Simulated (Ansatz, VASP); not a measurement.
## Nb: VASP beside Ansatz

INCAR

```
SYSTEM = Nb
  PREC = Accurate
  ENCUT = 500
  EDIFF = 1E-7
  ISMEAR = 0
  SIGMA = 0.1
  LREAL = .False.
  LASPH = .True.
  NELM = 120
  ALGO = Normal
  ISIF = 3
  LWAVE = .False.
  LCHARG = .False.
  GGA = CA
  IBRION = 2
  NSW = 70
  EDIFFG = -0.005
  GGA_COMPAT = .False.
  NELMIN = 4
```

File KPOINTS:

```
Automatic mesh
0
Gamma
  18 18 18
  0 0 0
```

Contents of POSCAR:

```
Nb
1.0
   -1.6555580006      1.6555580006      1.6555580006
    1.6555580006     -1.6555580006      1.6555580006
    1.6555580006      1.6555580006     -1.6555580006
Nb
1
Direct
    0.0000000000      0.0000000000      0.0000000000
```

Input for Ansatz:

```yaml
crystal:
  lattice:
    - [-1.6555580006, 1.6555580006, 1.6555580006]
    - [1.6555580006, -1.6555580006, 1.6555580006]
    - [1.6555580006, 1.6555580006, -1.6555580006]
  atoms:
    - { symbol: Nb, position: [0.0, 0.0, 0.0] }
basis:
  ecutwfc: 420
kpoints:
  mp_grid: { grid: [18, 18, 18] }
hamiltonian:
  xc: lda
scf:
  occupations: { method: gaussian, width: 0.1 }
output:
  forces: true
  stress: true
  eigenvalues: true
relax:
  adjacent_minimum: "off"
  f_tol: 0.005
  max_steps: 50
  cell: { stress_tol: 0.05 }
```

Alike in both runs: task relaxation of cell and atoms; functional LDA; k mesh 18 × 18 × 18; occupations gaussian, width 0.1 eV; no spin polarisation.

|  | VASP | Ansatz |
| --- | --- | --- |
| version | VASP 6.6.1 | Ansatz 0.2.0 |
| potentials or method | VASP PAW LDA potentials, release 64 (Nb_sv), cutoff 500 eV | scalar-relativistic, plane waves, PAW |
| valence electrons in the cell | 13 | 13 |

Ansatz gave:

```
gap on the k mesh at the Fermi level, each at its own relaxed structure (eV) : none
relaxed volume (Å³/atom)                                                     : 17.13
relaxed cell length with the largest relative difference (Å)                 : 2.813
```

Task: Which values does VASP return?

Result: gap on the k mesh at the Fermi level, each at its own relaxed structure (eV): none; relaxed volume (Å³/atom): 17.12; relaxed cell length with the largest relative difference (Å): 2.812.

LDA's correlation is that of Perdew and Zunger in VASP and of Perdew and Wang (1992) in Ansatz. A gap of «none» marks a metal or a gap that the smearing closes.
